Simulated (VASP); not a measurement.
## ZnAu: relaxation of cell and atoms with r2SCAN

ZnAu:

```
CELL_PARAMETERS angstrom
3.16621 0.00000 0.00000
0.00000 3.16621 0.00000
0.00000 0.00000 3.16621
ATOMIC_POSITIONS crystal
Au 0.00000 0.00000 0.00000
Zn 0.50000 0.50000 0.50000
```

```
Program                : VASP 6.6.1
Task                   : relaxation of cell and atoms
Functional             : r2SCAN
Potentials or basis    : VASP PAW PBE potentials, release 64 (Au, Zn)
Cutoff                 : 600 eV
k mesh                 : 11 × 11 × 11
Occupations            : fermi-dirac, width 0.1 eV
Spin                   : no spin polarisation
Dipole correction      : no
Further INCAR settings : ALGO = Normal; EDIFF = 1e-06; IBRION = 2; EDIFFG = -0.01; NSW = 60; ISIF = 3
```

| Property | Result |
| --- | --- |
| Relaxed volume | 15.64 Å³/atom |
| Relaxed cell | a = 3.151 Å, b = 3.151 Å, c = 3.151 Å, α = 90.00°, β = 90.00°, γ = 90.00° |
| Space group after relaxing (to 0.05 Å) | Pm-3m (No. 221) |
| Energy gained by relaxing | 1.6 meV/atom |
| Ionic steps | 4 |
| Pressure after relaxing | 0.0 GPa |

Step by step:
```tsv
step	energy change (eV)	largest force (eV/Å)	pressure (GPa)	volume (Å³)
1	0.0000	0.0000	-1.92	31.74
2	-0.0011	0.0000	1.87	30.87
3	-0.0031	0.0000	0.17	31.24
4	-0.0031	0.0000	-0.03	31.28
```

Final structure:
```yaml
crystal:
  lattice:
    - [3.15090, 0.00000, 0.00000]
    - [0.00000, 3.15090, 0.00000]
    - [0.00000, 0.00000, 3.15090]
  atoms:
    - { symbol: Au, position: [0.00000, 0.00000, 0.00000] }
    - { symbol: Zn, position: [0.50000, 0.50000, 0.50000] }
```

Levels at points of the mesh, in eV from the Fermi level:
| k point | band 9 | band 10 | band 11 | band 12 | band 13 | band 14 |
| --- | --- | --- | --- | --- | --- | --- |
| (0.00, 0.00, 0.00) | -3.96 | -3.96 | -3.96 | 5.32 | 5.32 | 5.32 |

Wall time 3.9 min on 1 thread of AMD EPYC 9R45 96-Core Processor (Zen 5), on a shared host, peak memory 0.16 GiB.

Caveat: the PAW data sets were made with another functional, which shifts forces and pressure a little; spin-orbit coupling is left out, which moves the levels of the heavy elements.
